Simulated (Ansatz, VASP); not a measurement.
**One calculation of C, two programs**

INCAR

```
SYSTEM = C
  PREC = Accurate
  ENCUT = 520
  EDIFF = 1E-6
  ISMEAR = 0
  SIGMA = 0.05
  LREAL = .False.
  LASPH = .True.
  NELM = 80
  ALGO = Normal
  ISIF = 2
  LWAVE = .False.
  LCHARG = .False.
  GGA = PS
  IVDW = 12
  NBANDS = 11
```

The input KPOINTS:

```
regular mesh
0
Gamma
  15 15 15
  0 0 0
```

File POSCAR:

```
C
1.0
    1.2290461105      0.7095901028      3.2829684898
   -1.2290461105      0.7095901028      3.2829684898
    0.0000000000     -1.4191802055      3.2829684898
C
2
Direct
    0.1589180833      0.1589180833      0.2011960123
    0.8410819167      0.8410819167      0.7988039877
```

Input for Ansatz:

```yaml
crystal:
  lattice:
    - [1.2290461105, 0.7095901028, 3.2829684898]
    - [-1.2290461105, 0.7095901028, 3.2829684898]
    - [0.0, -1.4191802055, 3.2829684898]
  atoms:
    - { symbol: C, position: [0.1589180833, 0.1589180833, 0.2011960123] }
    - { symbol: C, position: [0.8410819167, 0.8410819167, 0.7988039877] }
basis:
  ecutwfc: 520.0
kpoints:
  mp_grid: { grid: [15, 15, 15] }
hamiltonian:
  xc: pbesol
  pseudopotentials: { kind: paw, azcp: { folder: soft_1 } }
  dispersion: d3bj
scf:
  occupations: { method: gaussian, width: 0.05 }
output:
  forces: true
  stress: true
  eigenvalues: true
```

Change from the starting cell: mode 4 frozen in at +0.063 Å and mode 6 at -0.060 Å (largest displacements).

Alike in both runs: task single point; functional PBEsol; dispersion D3(BJ); k mesh 15 × 15 × 15; occupations gaussian, width 0.05 eV; no spin polarisation.

|  | VASP | Ansatz |
| --- | --- | --- |
| version | VASP 6.6.1 | Ansatz 0.2.0 |
| potentials or method | VASP PAW PBE potentials, release 64 (C), cutoff 520 eV | scalar-relativistic, plane waves, PAW |
| valence electrons in the cell | 8 | 8 |

VASP gave:

* gap on the k mesh at the Fermi level (eV): none
* pressure (GPa): 7.2
* traceless stress, the component that is largest in VASP (GPa): 20.76
* rms of the force components (eV/Å): 4.401

Problem. Estimate Ansatz's values.

Solution. gap on the k mesh at the Fermi level (eV): none; pressure (GPa): 6.6; traceless stress, the component that is largest in VASP (GPa): 20.09; rms of the force components (eV/Å): 4.387.

VASP's potentials were made for PBE, not for PBEsol, and Ansatz warns of the same on its side. Atom by atom the forces differ by 0.018 eV/Å (rms over components). A gap of «none» marks a metal or a gap that the smearing closes.
